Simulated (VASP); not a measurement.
# Al (Fmmm) in VASP: a series of runs

Runs on Al. Level: PBEsol. Tasks: single point.

Program: VASP 6.6.1. These are calculated values, not measurements. Logs are shortened: lines on timing, memory, paths and dates and some standing lists are left out, and cuts for length are marked.

### 1 The cell of the first run

Symmetry: Fmmm, No. 69, orthorhombic system. Conventional cell: a = 3.182 Å, b = 4.478 Å, c = 4.523 Å, α = 90.00°, β = 90.00°, γ = 90.00°. Al (site symmetry mmm) has 14 Al at 2.75 to 3.18 Å within 3.6 Å.

This isn't the form of Al at room conditions, which is fcc.

### 2 Single point, PBEsol (strain +0.0100 x Voigt [0, 0, 0, 0, 0, 1])

INCAR

```
SYSTEM = Al
  ALGO = Normal
  EDIFF = 1E-6
  ENCUT = 520
  GGA = PS
  ISIF = 2
  ISMEAR = 0
  LASPH = .True.
  LCHARG = .False.
  LREAL = .False.
  LWAVE = .False.
  NBANDS = 8
  NELM = 60
  PREC = Accurate
  SIGMA = 0.15
```

KPOINTS

```
k-points
0
Gamma
  20 20 20
  0 0 0
```

POSCAR

```
Al
1.0
   -1.5832625966      1.5832625966      1.5912186900
    1.5832625966     -1.5832625966      1.5912186900
    1.5991747834      1.5991747834     -1.5912186900
Al
1
Direct
    0.0000000000      0.0000000000      0.0000000000
```

Potentials or basis: VASP PAW PBE potentials, release 64 (Al).

Launch:

```bash
$ cat potpaw_PBE.64/Al/POTCAR > POTCAR
$ mpirun -np 1 vasp_std > vasp.out
```

OUTCAR:

```text
SYSTEM = Al
   EDIFF = 1E-6
   ENCUT = 520
   GGA = PS
   ISIF = 2
   ISMEAR = 0
   LASPH = .True.
   LREAL = .False.
   NELM = 60
   PREC = Accurate

 ion  position               nearest neighbor table
   1  0.000  0.000  0.000-

  LATTYP: Found a face centered orthorhombic cell.
 ALAT       =     3.1824373800
 B/A-ratio  =     1.4071424946
 C/A-ratio  =     1.4212846301

  Lattice vectors:

 A1 = (   3.1824373800,   0.0159121868,   0.0000000000)
 A2 = (   1.5991747834,   1.5991747834,   1.5912186900)
 A3 = (   1.5832625966,  -1.5832625966,   1.5912186900)

Analysis of symmetry for initial positions (statically):
=====================================================================
 Subroutine PRICEL returns:
 Original cell was already a primitive cell.

 Routine SETGRP: Setting up the symmetry group for a
 face centered orthorhombic supercell.

 Subroutine GETGRP returns: Found  8 space group operations
 (whereof  8 operations were pure point group operations)
 out of a pool of  8 trial point group operations.

The static configuration has the point symmetry D_2h.

Analysis of symmetry for dynamics (positions and initial velocities):
=====================================================================
 Subroutine PRICEL returns:
 Original cell was already a primitive cell.

 Routine SETGRP: Setting up the symmetry group for a
 face centered orthorhombic supercell.

 Subroutine GETGRP returns: Found  8 space group operations
 (whereof  8 operations were pure point group operations)
 out of a pool of  8 trial point group operations.

The dynamic configuration has the point symmetry D_2h.

 Subroutine INISYM returns: Found  8 space group operations
 (whereof  8 operations are pure point group operations),
 and found     1 'primitive' translations

----------------------------------------------------------------------------------------

                                     Primitive cell

  volume of cell :      16.1153

  direct lattice vectors                    reciprocal lattice vectors
    -1.583262597  1.583262597  1.591218690    -0.001571162  0.314232420  0.314224565
     1.583262597 -1.583262597  1.591218690     0.314232420 -0.001571162  0.314224565
     1.599174783  1.599174783 -1.591218690     0.312661258  0.312661258  0.000000000

  length of vectors
     2.746892393  2.746892393  2.765266153     0.444388973  0.444388973  0.442169792

  position of ions in fractional coordinates (direct lattice)
     0.000000000  0.000000000  0.000000000

  ion indices of the primitive-cell ions
   primitive index   ion index
                 1           1

----------------------------------------------------------------------------------------

 KPOINTS: k-points

Automatic generation of k-mesh.
 Grid dimensions read from file:
 generate k-points for:   20   20   20

 Generating k-lattice:

  Cartesian coordinates                     Fractional coordinates (reciprocal lattice)
    -0.000078558  0.015711621  0.015711228     0.050000000  0.000000000 -0.000000000
     0.015711621 -0.000078558  0.015711228     0.000000000  0.050000000 -0.000000000
     0.015633063  0.015633063  0.000000000     0.000000000  0.000000000  0.050000000

  Length of vectors
     0.022219449  0.022219449  0.022108490

  Shift w.r.t. Gamma in fractional coordinates (k-lattice)
     0.000000000  0.000000000  0.000000000

 Subroutine IBZKPT returns following result:
 ===========================================

 Found   1166 irreducible k-points:

 Following reciprocal coordinates:
            Coordinates               Weight
  0.000000  0.000000  0.000000      1.000000
  0.050000 -0.000000  0.000000      8.000000
  0.100000  0.000000 -0.000000      8.000000
  0.150000 -0.000000  0.000000      8.000000
  0.200000  0.000000 -0.000000      8.000000
  0.250000 -0.000000  0.000000      8.000000
[... 16 lines left out ...]
 -0.400000  0.050000  0.000000      8.000000
 -0.350000  0.050000 -0.000000      8.000000
 [... further k-points ...]
   k-points           NKPTS =   1166   k-points in BZ     NKDIM =   1166   number of bands    NBANDS=      8
   number of dos      NEDOS =    301   number of ions     NIONS =      1
   total plane-waves  NPLWV =   9600
   dimension x,y,z NGX =    20 NGY =   20 NGZ =   24
   dimension x,y,z NGXF=    40 NGYF=   40 NGZF=   48
   ions per type =               1
   NGX,Y,Z   is equivalent  to a cutoff of  12.10, 12.10, 14.43 a.u.
   NGXF,Y,Z  is equivalent  to a cutoff of  24.21, 24.21, 28.86 a.u.
 SYSTEM =  Al
   PREC   = accura    normal or accurate (medium, high low for compatibility)
   ISTART =      0    job   : 0-new  1-cont  2-samecut
   ICHARG =      2    charge: 1-file 2-atom 10-const
   ISPIN  =      1    spin polarized calculation?
   LNONCOLLINEAR =      F non collinear calculations
   LSORBIT =      F    spin-orbit coupling
   LASPH  =      T    aspherical Exc in radial PAW
   ENCUT  =  520.0 eV  38.22 Ry    6.18 a.u.   5.11  5.11  5.14*2*pi/ulx,y,z
   NELM   =     60;   NELMIN=  2; NELMDL= -5     # of ELM steps
   EDIFF  = 0.1E-05   stopping-criterion for ELM
   LREAL  =      F    real-space projection
   EDIFFG = 0.1E-04   stopping-criterion for IOM
   NSW    =      0    number of steps for IOM
   IBRION =     -1    ionic relax: 0-MD 1-quasi-New 2-CG
   NFREE  =      0    steps in history (QN), initial steepest desc. (CG)
   ISIF   =      2    stress and relaxation
   ISYM   =      2    0-nonsym 1-usesym 2-fastsym
   POTIM  = 0.5000    time-step for ionic-motion
   TEBEG  =    0.0;   TEEND  =   0.0 temperature during run
   PSTRESS=    0.0 pullay stress
   NELECT =       3.0000    total number of electrons
   NUPDOWN=      -1.0000    fix difference up-down
   EMIN   =  10.00;   EMAX   =-10.00  energy-range for DOS
   EFERMI =   0.00;   METHOD = LEGACY
   ISMEAR =     0;   SIGMA  =   0.15  broadening in eV -4-tet -1-fermi 0-gaus
   EFERMI_NEDOS =   21; number of points for ismear=-14 and -15
   IALGO  =     38    algorithm
   IMIX   =      4    mixing-type and parameters
     AMIX     =   0.40;   BMIX     =  1.00
     AMIX_MAG =   1.60;   BMIX_MAG =  1.00
  volume/ion in A,a.u.               =      16.12       108.75
  Fermi-wavevector in a.u.,A,eV,Ry     =   0.934765  1.766449 11.888569  0.873785
  Thomas-Fermi vector in A             =   2.061603
   LORBIT       =      0    0 simple, 1 ext, 2 COOP (PROOUT), +10 PAW based schemes
   GGA     = PS    functional components
   LHFCALC =     F    Hartree Fock is set to
   AEXX    =    0.0000 exact exchange contribution
   IVDW    =     0    specifies the selected vdW correction
   LEPSILON=     F    determine dielectric tensor
   LRPA    =     F    only Hartree local field effects (RPA)
 non-spin polarized calculation
 Gauss-broadening in eV      SIGMA  =   0.15
  energy-cutoff  :      520.00
  volume of cell :       16.12
 maximum number of plane-waves:       452
   NGX = 11   NGY = 11   NGZ = 11

 number of electron       3.0000000 magnetization

 Free energy of the ion-electron system (eV)
  ---------------------------------------------------
  ext. energy  EPLUGINS =         0.00000000
  ---------------------------------------------------
  free energy    TOTEN  =        -3.99207067 eV

  energy without entropy =       -3.98693119  energy(sigma->0) =       -3.98950093

 E-fermi :   8.2067     XC(G=0): -10.3470

 val. band max:        8.1937811709   @ k =   0.1500   0.1500   0.2500
 cond. band min:       8.2073192019   @ k =   0.3500   0.2500   0.1000
 fundamental gap:      0.0135380310
 Fermi energy:         8.2066976135

 k-point     1 :       0.0000    0.0000    0.0000
  band No.  band energies     occupation
      1      -3.0915      2.00000
      2      21.5152      0.00000
      3      21.5710      0.00000
      4      21.6555      0.00000
      5      23.0867      0.00000
      6      23.2277      0.00000
      7      23.3543      0.00000
      8      24.6698      0.00000

 k-point     2 :       0.0500   -0.0000    0.0000
  band No.  band energies     occupation
      1      -3.0184      2.00000
      2      20.6246      0.00000
      3      21.0214      0.00000
      4      21.2687      0.00000
      5      22.8805      0.00000
      6      23.5886      0.00000
      7      23.9029      0.00000
      8      23.9946      0.00000

 k-point     3 :       0.1000    0.0000   -0.0000
  band No.  band energies     occupation
      1      -2.7993      2.00000
      2      18.7552      0.00000
      3      20.1378      0.00000
      4      20.5487      0.00000
      5      22.1411      0.00000
      6      23.1519      0.00000
      7      24.1727      0.00000
      8      24.8646      0.00000

 k-point     4 :       0.1500   -0.0000    0.0000
  band No.  band energies     occupation
      1      -2.4351      2.00000
      2      16.6677      0.00000
      3      19.3039      0.00000
      4      19.7181      0.00000
      5      21.3261      0.00000
      6      22.4602      0.00000
      7      24.7611      0.00000
      8      25.1445      0.00000

 k-point     5 :       0.2000    0.0000   -0.0000
  band No.  band energies     occupation
      1      -1.9267      2.00000
      2      14.5778      0.00000
      3      18.5689      0.00000
      4      18.9168      0.00000
      5      20.5639      0.00000
      6      21.8323      0.00000
      7      25.4115      0.00000
      8      25.5344      0.00000
[... 177 lines left out ...]
 k-point    22 :      -0.4500    0.0500    0.0000
  band No.  band energies     occupation
      1       2.1473      2.00000
      2       6.3507      2.00000
      3      15.5733      0.00000
      4      16.6935      0.00000
      5      18.8955      0.00000
      6      20.7341      0.00000
      7      27.8322      0.00000
      8      29.8722      0.00000

 k-point    23 :      -0.4000    0.0500    0.0000
  band No.  band energies     occupation
      1       1.0189      2.00000
      2       7.9877      1.96109
      3      15.8399      0.00000
      4      16.9473      0.00000
      5      19.1402      0.00000
      6      20.9526      0.00000
      7      26.9560      0.00000
      8      29.1552      0.00000

 k-point    24 :      -0.3500    0.0500   -0.0000
  band No.  band energies     occupation
      1       0.0217      2.00000
      2       9.7463      0.00000
      3      16.2326      0.00000
      4      17.3234      0.00000
      5      19.5095      0.00000
      6      21.2731      0.00000
      7      26.1379      0.00000
      8      28.3023      0.00000

 [... further k-points ...]

------------------------ aborting loop because EDIFF is reached ----------------------------------------

  FORCE on cell =-STRESS in cart. coord.  units (eV):
  Direction    XX          YY          ZZ          XY          YZ          ZX
  --------------------------------------------------------------------------------------
  -------------------------------------------------------------------------------------
  Total        0.2303274      0.2303274      0.2264866     -0.0421352      0.0000000      0.0000000
  in kB       22.8990439     22.8990439     22.5171980     -4.1890680      0.0000000      0.0000000
  external PRESSURE =      22.7717619 kB  Pullay stress =       0.0000000 kB

 VOLUME and BASIS-vectors are now :
 -----------------------------------------------------------------------------
  energy-cutoff  :      520.00
  volume of cell :       16.12
      direct lattice vectors                 reciprocal lattice vectors
    -1.583262597  1.583262597  1.591218690    -0.001571162  0.314232420  0.314224565
     1.583262597 -1.583262597  1.591218690     0.314232420 -0.001571162  0.314224565
     1.599174783  1.599174783 -1.591218690     0.312661258  0.312661258  0.000000000

 POSITION                                       TOTAL-FORCE (eV/Angst)
 -----------------------------------------------------------------------------------
      0.00000      0.00000      0.00000        -0.000000     -0.000000     -0.000000
 -----------------------------------------------------------------------------------
    total drift:                                0.000000     -0.000000     -0.000000

  FREE ENERGIE OF THE ION-ELECTRON SYSTEM (eV)
  ---------------------------------------------------
  free  energy   TOTEN  =        -3.9920706677 eV

  energy  without entropy=       -3.9869311929  energy(sigma->0) =       -3.98950093
```

Wall time 63 s (1 thread of Intel Xeon Platinum 8375C at 2.90GHz (Ice Lake), shared host); peak memory 0.23 GiB.

What came out:

```yaml
Free_energy: -3.9921 eV
Pressure: 2.3 GPa
Band_gap_on_the_k_mesh: zero (an odd number of electrons rules out a gap without spin polarisation)
```

Caveat: the cell differs from its parent crystal (strain +0.0100 x Voigt [0, 0, 0, 0, 0, 1]); the PAW data sets were made with another functional, which shifts forces and pressure a little.

### 3 Single point, PBEsol (strain +0.0350 x Voigt [0, 0, 0, 0, 0, 1])

INCAR

```
  PREC = Accurate
  ENCUT = 520
  EDIFF = 1E-7
  ISMEAR = 0
  SIGMA = 0.15
  LREAL = F
  LASPH = T
  NELM = 60
  ALGO = Normal
  ISIF = 2
  LWAVE = F
  LCHARG = F
  GGA = PS
  NBANDS = 8
```

KPOINTS

```
regular mesh
0
Gamma
  20 20 20
```

POSCAR

```
Al
1.0
   -1.5633723629      1.5633723629      1.5912186900
    1.5633723629     -1.5633723629      1.5912186900
    1.6190650171      1.6190650171     -1.5912186900
Al
1
Direct
    0.0000000000      0.0000000000      0.0000000000
```

Potentials or basis: VASP PAW PBE potentials, release 64 (Al).

Launch:

```bash
$ cat potpaw_PBE.64/Al/POTCAR > POTCAR
$ mpirun -np 1 vasp_std > vasp.out
```

Run time: 71 s. Hardware: 1 thread of Intel Xeon Platinum 8375C at 2.90GHz (Ice Lake), shared host; peak memory 0.23 GiB.

The run converged. Its results:

```
Free energy            : -3.9895 eV
Pressure               : 2.4 GPa
Band gap on the k mesh : zero (an odd number of electrons rules out a gap without spin polarisation)
```

Stress tensor (GPa, compression positive):
```
 2.33 -1.68  0.00
-1.68  2.33  0.00
 0.00  0.00  2.47
```

Levels at points of the mesh, in eV from the Fermi level:
```
           k point  band 1  band 2  band 3  band 4  band 5
(0.00, 0.00, 0.00)  -11.30   13.14   13.22   13.63   14.48
(0.50, 0.00, 0.00)   -4.41   -3.89    8.21    8.26   10.28
(0.50, 0.50, 0.00)   -4.25   -3.55    7.99    8.22    9.95
(0.00, 0.00, 0.50)   -4.57   -4.22    8.40    8.68   10.32
(0.50, 0.50, 0.50)    1.75    1.90    2.08    2.93    2.94
```

Caveat: the cell differs from its parent crystal (strain +0.0350 x Voigt [0, 0, 0, 0, 0, 1]); the PAW data sets were made with another functional, which shifts forces and pressure a little.
